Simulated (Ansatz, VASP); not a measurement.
# Two plane-wave programs on SrO

```
CELL_PARAMETERS angstrom
3.02809 0.00000 0.00000
0.00000 3.10287 0.00000
0.00000 0.00000 3.10287
ATOMIC_POSITIONS crystal
Sr 0.00000 0.00000 0.00000
O 0.50000 0.50000 0.50000
```

Change from the starting cell: uniaxial_x strain -2.4%.

Alike in both runs: task single point; functional HSE06; k mesh 6 × 6 × 6; no spin polarisation.

|  | VASP | Ansatz |
| --- | --- | --- |
| version | VASP 6.6.1 | Ansatz 0.2.0 |
| potentials or method | VASP PAW PBE potentials, release 64 (Sr_sv, O) | plane waves, PAW |
| plane-wave cutoff (eV) | 520 | 420 |
| occupations | gaussian, width 0.01 eV | fixed |
| valence electrons in the cell | 16 | 16 |

|  | VASP | Ansatz | Ansatz less VASP |
| --- | --- | --- | --- |
| gap on the k mesh at the Fermi level (eV) | 4.14 | 4.20 | +0.062 |
| pressure (GPa) | 3.1 | 2.3 | -0.86 |
| traceless stress, the component that is largest in VASP (GPa) | 5.34 | 5.30 | -0.037 |

Ansatz's warnings: stress exchange threshold loose, stress scf threshold loose.
